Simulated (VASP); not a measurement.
The system is Tb3YPb.

```xyz
5
Lattice="5.3174 0.0000 0.0000 -2.6587 4.6050 0.0000 0.0000 0.0000 6.6436" Properties=species:S:1:pos:R:3 pbc="T T T"
Tb    0.0000    0.0000    6.1302
Tb    0.0000    3.0700    2.5186
Tb    2.6587    1.5350    4.3278
Y     0.0000    3.0700    5.9462
Pb    2.6587    1.5350    1.0080
```

The cell was generated, and may not be a known phase.

| Item | Value |
| --- | --- |
| Program | VASP 6.6.1 |
| Task | relaxation of cell and atoms |
| Functional | PBE |
| Potentials or basis | VASP PAW PBE potentials, release 64 (Tb_3, Y_sv, Pb_d), 4f in core |
| Cutoff | 500 eV |
| k mesh | 6 × 6 × 6 |
| Occupations | gaussian, width 0.1 eV |
| Spin | no spin polarisation |

At the start: pressure 0.2 GPa; volume 32.54 Å³/atom.

How do energy, volume and symmetry change on relaxing?

Over 13 steps the energy falls by 2.3 meV/atom and the volume is 32.71 Å³/atom (+0.5 %); space group P3m1 (No. 156, to 0.1 Å) before and after.

The path:
```csv
step,energy change (eV),largest force (eV/Å),pressure (GPa),volume (Å³)
1,0.0000,0.1056,0.24,162.68
2,-0.0079,0.0616,-0.04,163.84
3,-0.0092,0.0553,-0.19,164.53
4,-0.0100,0.0521,0.02,163.64
5,-0.0100,0.0519,0.03,163.60
6,-0.0103,0.0453,0.02,163.58
7,-0.0108,0.0257,0.01,163.52
8,-0.0108,0.0265,0.01,163.50
9,-0.0110,0.0193,-0.01,163.60
10,-0.0111,0.0236,-0.04,163.76
11,-0.0112,0.0218,0.03,163.48
12,-0.0112,0.0216,0.04,163.45
13,-0.0113,0.0077,0.01,163.53
```

Final structure:
```xyz
5
Lattice="5.3609 0.0000 0.0000 -2.6804 4.6426 0.0000 0.0000 0.0000 6.5706" Properties=species:S:1:pos:R:3 pbc="T T T"
Tb    0.0000    0.0000    6.1074
Tb    0.0000    3.0951    2.4694
Tb    2.6804    1.5475    4.2614
Y     0.0000    3.0951    5.8852
Pb    2.6804    1.5475    0.9886
```
